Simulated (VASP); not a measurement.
# Si (Cmmm) in VASP: notebook

The runs below take Si through single point, relaxation of cell and atoms, with PBE.

Everything below comes from runs of VASP 6.6.1. Logs are shortened: lines on timing, memory, paths and dates and some standing lists are left out, and cuts for length are marked.

## Step 1: The cell of the first run

Symmetry: Cmmm, No. 65, orthorhombic system. The conventional cell has a = 4.690 Å, b = 7.200 Å, c = 5.962 Å, α = 90.00°, β = 90.00°, γ = 90.00°. Within 3.0 Å of Si (site symmetry mm2) lie 5 Si at 2.26 to 2.28 Å. Si (site symmetry 2) has 5 Si at 2.26 to 2.35 Å within 3.0 Å.

The cell was built from a structure type or drawn by symmetry, and may not be a known phase.

## Step 2: Single point, PBE

INCAR reads:

```
SYSTEM = Si
PREC = Accurate
ENCUT = 520
EDIFF = 1E-6
ISMEAR = 0
SIGMA = 0.1
LREAL = .False.
LASPH = .True.
NELM = 100
ALGO = Normal
ISIF = 2
LWAVE = .False.
LCHARG = .True.
GGA = PE
LELF = .True.
LVHAR = .True.
NBANDS = 21
```

KPOINTS reads:

```
regular mesh
0
Gamma
  4 4 4
  0 0 0
```

POSCAR reads:

```
Si
1.0
    2.3451993500     -3.6000603700      0.0000000000
    2.3451993500      3.6000603700      0.0000000000
    0.0000000000      0.0000000000      5.9615516000
Si
6
Direct
    0.5000000000      0.5000000000      0.1913392900
    0.5000000000      0.5000000000      0.8086607100
    0.0000000000      0.5000000000      0.6913391400
    0.5000000000      0.0000000000      0.3086608600
    0.5000000000      0.0000000000      0.6913391400
    0.0000000000      0.5000000000      0.3086608600
```

Potentials or basis: VASP PAW PBE potentials, release 64 (Si).

The run is started by

```sh
$ cat potpaw_PBE.64/Si/POTCAR > POTCAR
$ mpirun -np 1 vasp_std > vasp.out
```

OUTCAR:

```text
SYSTEM = Si
   PREC = Accurate
   ENCUT = 520
   EDIFF = 1E-6
   ISMEAR = 0
   LREAL = .False.
   LASPH = .True.
   NELM = 100
   ISIF = 2
   GGA = PE

 ion  position               nearest neighbor table
   1  0.500  0.500  0.191-   4 2.26   6 2.26   4 2.26   6 2.26   2 2.28
   2  0.500  0.500  0.809-   3 2.26   5 2.26   5 2.26   3 2.26   1 2.28
   3  0.000  0.500  0.691-   2 2.26   2 2.26   6 2.28   5 2.35   5 2.35
   4  0.500  0.000  0.309-   1 2.26   1 2.26   5 2.28   6 2.35   6 2.35
   5  0.500  0.000  0.691-   2 2.26   2 2.26   4 2.28   3 2.35   3 2.35
   6  0.000  0.500  0.309-   1 2.26   1 2.26   3 2.28   4 2.35   4 2.35

  LATTYP: Found a base centered orthorhombic cell.
 ALAT       =     4.6903987000
 B/A-ratio  =     1.5350764829
 C/A-ratio  =     1.2710116946

  Lattice vectors:

 A1 = (   2.3451993500,  -3.6000603700,   0.0000000000)
 A2 = (   2.3451993500,   3.6000603700,   0.0000000000)
 A3 = (   0.0000000000,   0.0000000000,   5.9615516000)

Analysis of symmetry for initial positions (statically):
=====================================================================
 Subroutine PRICEL returns:
 Original cell was already a primitive cell.

 Routine SETGRP: Setting up the symmetry group for a
 base centered orthorhombic supercell.

 Subroutine GETGRP returns: Found  8 space group operations
 (whereof  8 operations were pure point group operations)
 out of a pool of  8 trial point group operations.

The static configuration has the point symmetry D_2h.

Analysis of symmetry for dynamics (positions and initial velocities):
=====================================================================
 Subroutine PRICEL returns:
 Original cell was already a primitive cell.

 Routine SETGRP: Setting up the symmetry group for a
 base centered orthorhombic supercell.

 Subroutine GETGRP returns: Found  8 space group operations
 (whereof  8 operations were pure point group operations)
 out of a pool of  8 trial point group operations.

The dynamic configuration has the point symmetry D_2h.

 Subroutine INISYM returns: Found  8 space group operations
 (whereof  8 operations are pure point group operations),
 and found     1 'primitive' translations

----------------------------------------------------------------------------------------

                                     Primitive cell

  volume of cell :     100.6651

  direct lattice vectors                    reciprocal lattice vectors
     2.345199350 -3.600060370  0.000000000     0.213201492 -0.138886560  0.000000000
     2.345199350  3.600060370  0.000000000     0.213201492  0.138886560  0.000000000
     0.000000000  0.000000000  5.961551600     0.000000000  0.000000000  0.167741566

  length of vectors
     4.296556139  4.296556139  5.961551600     0.254449116  0.254449116  0.167741566

  position of ions in fractional coordinates (direct lattice)
     0.500000000  0.500000000  0.191339290
     0.500000000  0.500000000  0.808660710
     0.000000000  0.500000000  0.691339140
     0.500000000  0.000000000  0.308660860
     0.500000000  0.000000000  0.691339140
     0.000000000  0.500000000  0.308660860

  ion indices of the primitive-cell ions
   primitive index   ion index
                 1           1
                 2           2
                 3           3
                 4           4
                 5           5
                 6           6

----------------------------------------------------------------------------------------

 KPOINTS: regular mesh

Automatic generation of k-mesh.
 Grid dimensions read from file:
 generate k-points for:    4    4    4

 Generating k-lattice:

  Cartesian coordinates                     Fractional coordinates (reciprocal lattice)
     0.053300373 -0.034721640  0.000000000     0.250000000  0.000000000  0.000000000
     0.053300373  0.034721640  0.000000000     0.000000000  0.250000000  0.000000000
     0.000000000  0.000000000  0.041935391     0.000000000  0.000000000  0.250000000

  Length of vectors
     0.063612279  0.063612279  0.041935391

  Shift w.r.t. Gamma in fractional coordinates (k-lattice)
     0.000000000  0.000000000  0.000000000

 Subroutine IBZKPT returns following result:
 ===========================================

 Found     21 irreducible k-points:

 Following reciprocal coordinates:
            Coordinates               Weight
  0.000000  0.000000  0.000000      1.000000
  0.250000  0.000000  0.000000      4.000000
  0.500000  0.000000  0.000000      2.000000
  0.250000  0.250000  0.000000      2.000000
  0.500000  0.250000  0.000000      4.000000
 -0.250000  0.250000  0.000000      2.000000
[... 13 lines left out ...]
 -0.250000  0.250000  0.500000      2.000000
  0.500000  0.500000  0.500000      1.000000
   k-points           NKPTS =     21   k-points in BZ     NKDIM =     21   number of bands    NBANDS=     21
   number of dos      NEDOS =    301   number of ions     NIONS =      6
   total plane-waves  NPLWV =  49152
   dimension x,y,z NGX =    32 NGY =   32 NGZ =   48
   dimension x,y,z NGXF=    64 NGYF=   64 NGZF=   96
   ions per type =               6
   NGX,Y,Z   is equivalent  to a cutoff of  12.38, 12.38, 13.39 a.u.
   NGXF,Y,Z  is equivalent  to a cutoff of  24.76, 24.76, 26.77 a.u.
 SYSTEM =  Si
   PREC   = accura    normal or accurate (medium, high low for compatibility)
   ISTART =      0    job   : 0-new  1-cont  2-samecut
   ICHARG =      2    charge: 1-file 2-atom 10-const
   ISPIN  =      1    spin polarized calculation?
   LNONCOLLINEAR =      F non collinear calculations
   LSORBIT =      F    spin-orbit coupling
   LASPH  =      T    aspherical Exc in radial PAW
   ENCUT  =  520.0 eV  38.22 Ry    6.18 a.u.   7.99  7.99 11.08*2*pi/ulx,y,z
   NELM   =    100;   NELMIN=  2; NELMDL= -5     # of ELM steps
   EDIFF  = 0.1E-05   stopping-criterion for ELM
   LREAL  =      F    real-space projection
   EDIFFG = 0.1E-04   stopping-criterion for IOM
   NSW    =      0    number of steps for IOM
   IBRION =     -1    ionic relax: 0-MD 1-quasi-New 2-CG
   NFREE  =      0    steps in history (QN), initial steepest desc. (CG)
   ISIF   =      2    stress and relaxation
   ISYM   =      2    0-nonsym 1-usesym 2-fastsym
   POTIM  = 0.5000    time-step for ionic-motion
   TEBEG  =    0.0;   TEEND  =   0.0 temperature during run
   PSTRESS=    0.0 pullay stress
   NELECT =      24.0000    total number of electrons
   NUPDOWN=      -1.0000    fix difference up-down
   EMIN   =  10.00;   EMAX   =-10.00  energy-range for DOS
   EFERMI =   0.00;   METHOD = LEGACY
   ISMEAR =     0;   SIGMA  =   0.10  broadening in eV -4-tet -1-fermi 0-gaus
   EFERMI_NEDOS =   21; number of points for ismear=-14 and -15
   IALGO  =     38    algorithm
   IMIX   =      4    mixing-type and parameters
     AMIX     =   0.40;   BMIX     =  1.00
     AMIX_MAG =   1.60;   BMIX_MAG =  1.00
  volume/ion in A,a.u.               =      16.78       113.22
  Fermi-wavevector in a.u.,A,eV,Ry     =   1.015124  1.918306 14.020478  1.030476
  Thomas-Fermi vector in A             =   2.148391
   LORBIT       =      0    0 simple, 1 ext, 2 COOP (PROOUT), +10 PAW based schemes
   GGA     = PE    functional components
   LHFCALC =     F    Hartree Fock is set to
   AEXX    =    0.0000 exact exchange contribution
   IVDW    =     0    specifies the selected vdW correction
   LEPSILON=     F    determine dielectric tensor
   LRPA    =     F    only Hartree local field effects (RPA)
 non-spin polarized calculation
 Gauss-broadening in eV      SIGMA  =   0.10
  energy-cutoff  :      520.00
  volume of cell :      100.67
 maximum number of plane-waves:      2732
   NGX = 15   NGY = 15   NGZ = 23

 number of electron      23.9999998 magnetization

 Free energy of the ion-electron system (eV)
  ---------------------------------------------------
  ext. energy  EPLUGINS =         0.00000000
  ---------------------------------------------------
  free energy    TOTEN  =       -28.09417170 eV

  energy without entropy =      -28.08303505  energy(sigma->0) =      -28.08860338

 E-fermi :   7.9101     XC(G=0): -10.1121

 val. band max:        7.8571829078   @ k =   0.5000   0.5000   0.5000
 cond. band min:       7.9162557003   @ k =   0.5000   0.2500   0.5000
 fundamental gap:      0.0590727925
 Fermi energy:         7.9101408384

 k-point     1 :       0.0000    0.0000    0.0000
  band No.  band energies     occupation
      1      -6.2038      2.00000
      2      -3.5011      2.00000
      3      -0.6412      2.00000
      4       0.8359      2.00000
      5       2.3418      2.00000
      6       2.7141      2.00000
[... 13 lines left out ...]
     20      11.9640      0.00000
     21      13.1114      0.00000

 k-point     2 :       0.2500    0.0000    0.0000
  band No.  band energies     occupation
      1      -5.7087      2.00000
      2      -3.0240      2.00000
      3      -1.5104      2.00000
      4      -0.1692      2.00000
      5       1.1648      2.00000
      6       2.9108      2.00000
[... 13 lines left out ...]
     20      13.5407      0.00000
     21      13.7769      0.00000

 k-point     3 :       0.5000    0.0000    0.0000
  band No.  band energies     occupation
      1      -4.7354      2.00000
      2      -3.2878      2.00000
      3      -2.1402      2.00000
      4      -0.4669      2.00000
      5       0.1255      2.00000
      6       2.6350      2.00000
[... 13 lines left out ...]
     20      13.3378      0.00000
     21      13.6047      0.00000

 k-point     4 :       0.2500    0.2500    0.0000
  band No.  band energies     occupation
      1      -4.8595      2.00000
      2      -2.8735      2.00000
      3      -2.2428      2.00000
      4      -0.4594      2.00000
      5      -0.0844      2.00000
      6       1.8898      2.00000
[... 13 lines left out ...]
     20      14.1041      0.00000
     21      14.3701      0.00000

 k-point     5 :       0.5000    0.2500    0.0000
  band No.  band energies     occupation
      1      -4.6660      2.00000
      2      -3.0174      2.00000
      3      -1.9667      2.00000
      4      -0.3414      2.00000
      5      -0.2092      2.00000
      6       1.8406      2.00000
[... 13 lines left out ...]
     20      13.0182      0.00000
     21      14.0570      0.00000

 k-point     6 :      -0.2500    0.2500    0.0000
  band No.  band energies     occupation
      1      -5.6265      2.00000
      2      -2.9079      2.00000
      3      -1.4952      2.00000
      4       0.8357      2.00000
      5       1.1877      2.00000
      6       1.2613      2.00000
[... 13 lines left out ...]
     20      13.1417      0.00000
     21      14.5829      0.00000

 k-point     7 :       0.5000    0.5000    0.0000
  band No.  band energies     occupation
      1      -4.4361      2.00000
      2      -3.2181      2.00000
      3      -1.5420      2.00000
      4      -0.7641      2.00000
      5       0.5959      2.00000
      6       1.9533      2.00000
[... 13 lines left out ...]
     20      12.9019      0.00000
     21      13.1730      0.00000
[... 219 lines left out ...]
      1      -4.0517      2.00000
      2      -3.6463      2.00000
      3      -2.9965      2.00000
      4      -1.3376      2.00000
      5       2.1642      2.00000
      6       2.8808      2.00000
[... 13 lines left out ...]
     20      12.6826      0.00000
     21      13.3202      0.00000

 k-point    18 :       0.2500    0.2500    0.5000
  band No.  band energies     occupation
      1      -4.2145      2.00000
      2      -3.7161      2.00000
      3      -2.5996      2.00000
      4      -0.9065      2.00000
      5       0.9289      2.00000
      6       1.4115      2.00000
[... 13 lines left out ...]
     20      12.6066      0.00000
     21      14.9683      0.00000

 k-point    19 :       0.5000    0.2500    0.5000
  band No.  band energies     occupation
      1      -4.1862      2.00000
      2      -3.3798      2.00000
      3      -2.3258      2.00000
      4      -1.4565      2.00000
      5       0.6700      2.00000
      6       1.6761      2.00000
[... 13 lines left out ...]
     20      13.3731      0.00000
     21      14.1577      0.00000

 k-point    20 :      -0.2500    0.2500    0.5000
  band No.  band energies     occupation
      1      -5.1200      2.00000
      2      -4.2301      2.00000
      3      -0.3818      2.00000
      4      -0.0175      2.00000
      5       1.5645      2.00000
      6       2.8481      2.00000
[... 13 lines left out ...]
     20      13.5910      0.00000
     21      13.6547      0.00000

 k-point    21 :       0.5000    0.5000    0.5000
  band No.  band energies     occupation
      1      -4.1674      2.00000
      2      -2.6318      2.00000
      3      -2.3766      2.00000
      4      -2.0246      2.00000
      5       1.0044      2.00000
      6       2.2846      2.00000
[... 13 lines left out ...]
     20      13.6746      0.00000
     21      13.9656      0.00000

------------------------ aborting loop because EDIFF is reached ----------------------------------------

  FORCE on cell =-STRESS in cart. coord.  units (eV):
  Direction    XX          YY          ZZ          XY          YZ          ZX
  --------------------------------------------------------------------------------------
  -------------------------------------------------------------------------------------
  Total       16.1932578     18.1742022      8.6386312      0.0000000      0.0000000      0.0000000
  in kB      257.7305857    289.2591374    137.4917572      0.0000000      0.0000000      0.0000000
  external PRESSURE =     228.1604934 kB  Pullay stress =       0.0000000 kB

 VOLUME and BASIS-vectors are now :
 -----------------------------------------------------------------------------
  energy-cutoff  :      520.00
  volume of cell :      100.67
      direct lattice vectors                 reciprocal lattice vectors
     2.345199350 -3.600060370  0.000000000     0.213201492 -0.138886560  0.000000000
     2.345199350  3.600060370  0.000000000     0.213201492  0.138886560  0.000000000
     0.000000000  0.000000000  5.961551600     0.000000000  0.000000000  0.167741566

 POSITION                                       TOTAL-FORCE (eV/Angst)
 -----------------------------------------------------------------------------------
      2.34520      0.00000      1.14068         0.000000     -0.000000     -1.201483
      2.34520      0.00000      4.82087         0.000000     -0.000000      1.201483
      1.17260      1.80003      4.12145        -0.000000      0.000000     -0.152515
      1.17260     -1.80003      1.84010        -0.000000      0.000000      0.152515
      1.17260     -1.80003      4.12145        -0.000000      0.000000     -0.152515
      1.17260      1.80003      1.84010         0.000000      0.000000      0.152515
 -----------------------------------------------------------------------------------
    total drift:                               -0.000000      0.000000      0.000000

  FREE ENERGIE OF THE ION-ELECTRON SYSTEM (eV)
  ---------------------------------------------------
  free  energy   TOTEN  =       -28.0941717011 eV

  energy  without entropy=      -28.0830350492  energy(sigma->0) =      -28.08860338
```

Run time: 43 s. Hardware: 1 thread of Intel Xeon Platinum 8488C (Sapphire Rapids), shared host; peak memory 0.21 GiB.

What came out:

* Free energy: -28.0942 eV
* Pressure: 22.8 GPa
* Largest force: 1.201 eV/Å
* Band gap on the k mesh: zero (bands 12 and 13 overlap by 3.23 eV)

Forces on the atoms (eV/Å):
```
Si   0.000  0.000 -1.201
Si   0.000  0.000  1.201
Si   0.000  0.000 -0.153
Si   0.000  0.000  0.153
Si   0.000  0.000 -0.153
Si   0.000  0.000  0.153
```

Stress tensor (GPa, compression positive):
```
25.77  0.00  0.00
 0.00 28.93  0.00
 0.00  0.00 13.75
```

Caveat: the k points lie up to 0.40 Å⁻¹ apart, too coarse for converged energies and pressures of a metal; forces of over 1 eV/Å act on the atoms, so gaps and moduli don't describe the material at rest.

(Continued in part 2 of 3.)
